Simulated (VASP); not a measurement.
**ZnO: relaxation of cell and atoms with PBE**

The system is ZnO.

```
CELL_PARAMETERS angstrom
2.21086 -2.50579 0.00000
2.21086 2.50579 0.00000
0.00000 0.00000 2.56820
ATOMIC_POSITIONS crystal
Zn 0.00000 0.00000 0.50000
O 0.50000 0.50000 0.50000
```

The cell was generated, and may not be a known phase.

```yaml
Program: VASP 6.6.1
Task: relaxation of cell and atoms
Functional: PBE
Potentials_or_basis: VASP PAW PBE potentials, release 64 (Zn, O)
Cutoff: 600 eV
k_mesh: 6 × 6 × 6
Occupations: gaussian, width 0.1 eV
Spin: no spin polarisation
Dipole_correction: no
Further_INCAR_settings: ALGO = Normal; EDIFF = 1e-06; IBRION = 2; EDIFFG = -0.04; NSW = 90; ISIF = 3
```

| Item | Value |
| --- | --- |
| Relaxed volume | 13.72 Å³/atom |
| Relaxed cell | a = 2.852 Å, b = 2.852 Å, c = 3.373 Å, α = 90.00°, β = 90.00°, γ = 90.05° |
| Space group after relaxing (to 0.1 Å) | P4/mmm (No. 123) |
| Energy gained by relaxing | 828.0 meV/atom |
| Ionic steps | 16 |
| Pressure after relaxing | 0.0 GPa |
| Band gap on the k mesh | zero (bands 9 and 10 overlap by 0.33 eV) |

Stress tensor (GPa, compression positive):
```
 0.07  0.00  0.00
 0.00  0.17  0.00
 0.00  0.00 -0.13
```

Step by step:
| step | energy change (eV) | largest force (eV/Å) | pressure (GPa) | volume (Å³) |
| --- | --- | --- | --- | --- |
| 1 | 0.0000 | 0.0000 | -15.43 | 28.46 |
| 2 | -1.2303 | 0.0000 | 6.65 | 22.90 |
| 3 | -1.2398 | 0.0000 | 11.27 | 22.47 |
| 4 | -1.4781 | 0.0000 | 11.96 | 23.87 |
| 5 | -1.5173 | 0.0000 | 13.92 | 24.61 |
| 6 | -1.6193 | 0.0000 | -5.43 | 28.47 |
| 7 | -1.6351 | 0.0000 | -0.98 | 27.30 |
| 8 | -1.6351 | 0.0000 | -1.26 | 27.36 |
| 9 | -1.6443 | 0.0000 | -0.91 | 27.53 |
| 10 | -1.6505 | 0.0000 | -0.25 | 27.77 |
| 11 | -1.6505 | 0.0000 | -0.19 | 27.79 |
| 12 | -1.6528 | 0.0000 | -0.44 | 27.77 |
| 13 | -1.6552 | 0.0000 | -0.84 | 27.71 |
| 14 | -1.6549 | 0.0000 | 1.06 | 27.29 |
| 15 | -1.6557 | 0.0000 | 0.03 | 27.52 |
| 16 | -1.6560 | 0.0000 | 0.04 | 27.44 |

Final structure:
```
Zn O
1.0
     2.01589   -2.01779    0.00000
     2.01589    2.01779    0.00000
     0.00000    0.00000    3.37318
Zn O
1 1
Cartesian
  0.0000 0.0000 1.6866
  2.0159 0.0000 1.6866
```

Levels at points of the mesh, in eV from the Fermi level:
| k point | band 7 | band 8 | band 9 | band 10 | band 11 | band 12 |
| --- | --- | --- | --- | --- | --- | --- |
| (0.00, 0.00, 0.00) | -2.66 | -2.66 | -2.57 | -0.41 | 10.58 | 10.68 |
| (0.50, 0.00, 0.00) | -4.67 | -1.22 | -0.12 | 5.33 | 5.50 | 9.33 |
| (0.50, 0.50, 0.00) | -5.26 | -4.81 | -1.36 | 2.13 | 10.06 | 10.07 |
| (0.00, 0.00, 0.50) | -4.71 | -2.57 | -2.56 | 2.72 | 4.17 | 14.96 |
| (0.50, 0.00, 0.50) | -4.19 | -2.05 | -0.08 | 2.40 | 8.61 | 8.68 |
| (0.50, 0.50, 0.50) | -5.15 | -4.81 | -2.15 | 4.54 | 5.96 | 9.57 |

It took 6.3 min on 1 thread of AMD EPYC 7R13 (shared host), peak memory 0.14 GiB.

Caveat: the k points lie up to 0.37 Å⁻¹ apart in the final cell; semilocal functionals underestimate gaps, and a narrow one can read as zero; a cell axis changed by over 15 % at a fixed basis, so the end point is rough.
